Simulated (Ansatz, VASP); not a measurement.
TiAl in VASP and in Ansatz

INCAR

```
PREC     = Accurate       # precision mode
ENCUT    = 520            # plane-wave cutoff, eV
EDIFF    = 1E-6           # SCF threshold, eV
ISMEAR   = 0              # smearing method
SIGMA    = 0.1            # smearing width, eV
LREAL    = F              # projectors in reciprocal space
LASPH    = T              # aspherical terms in the spheres
NELM     = 60             # most SCF steps
ALGO     = Normal         # electronic algorithm
ISIF     = 2              # what is computed and relaxed
LWAVE    = F              # write WAVECAR
LCHARG   = F              # write CHGCAR
GGA      = PE             # functional
NBANDS   = 14             # bands
```

KPOINTS

```
Automatic mesh
0
Gamma
  6 6 6
```

POSCAR

```
TiAl
1.0
    3.1790640000      0.0000000000      0.0000000000
    0.0000000000      3.1790640000      0.0000000000
    0.0000000000      0.0000000000      3.1790640000
Ti Al
1 1
Direct
    0.0000000000      0.0000000000      0.0000000000
    0.5000000000      0.5000000000      0.5000000000
```

Input for Ansatz:

```yaml
crystal:
  lattice:
    - [3.179064, 0.0, 0.0]
    - [0.0, 3.179064, 0.0]
    - [0.0, 0.0, 3.179064]
  atoms:
    - { symbol: Ti, position: [0.0, 0.0, 0.0] }
    - { symbol: Al, position: [0.5, 0.5, 0.5] }
basis:
  ecutwfc: 420
kpoints:
  mp_grid: { grid: [6, 6, 6] }
hamiltonian:
  xc: pbe
  pseudopotentials: { kind: paw, azcp: { folder: soft_1 } }
scf:
  occupations: { method: gaussian, width: 0.1 }
output:
  forces: true
  stress: true
  eigenvalues: true
```

Alike in both runs: task single point; functional PBE; k mesh 6 × 6 × 6; occupations gaussian, width 0.1 eV; no spin polarisation.

|  | VASP | Ansatz |
| --- | --- | --- |
| version | VASP 6.6.1 | Ansatz 0.2.0 |
| potentials or method | VASP PAW PBE potentials, release 64 (Ti_sv, Al), cutoff 520 eV | scalar-relativistic, plane waves, PAW |
| valence electrons in the cell | 15 | 15 |

Ansatz gave:

| Quantity | Value |
| --- | --- |
| gap on the k mesh at the Fermi level (eV) | none |
| pressure (GPa) | 0.6 |

Question: Which values does VASP return?

Answer: gap on the k mesh at the Fermi level (eV): none; pressure (GPa): 0.5.

A gap of «none» marks a metal or a gap that the smearing closes.
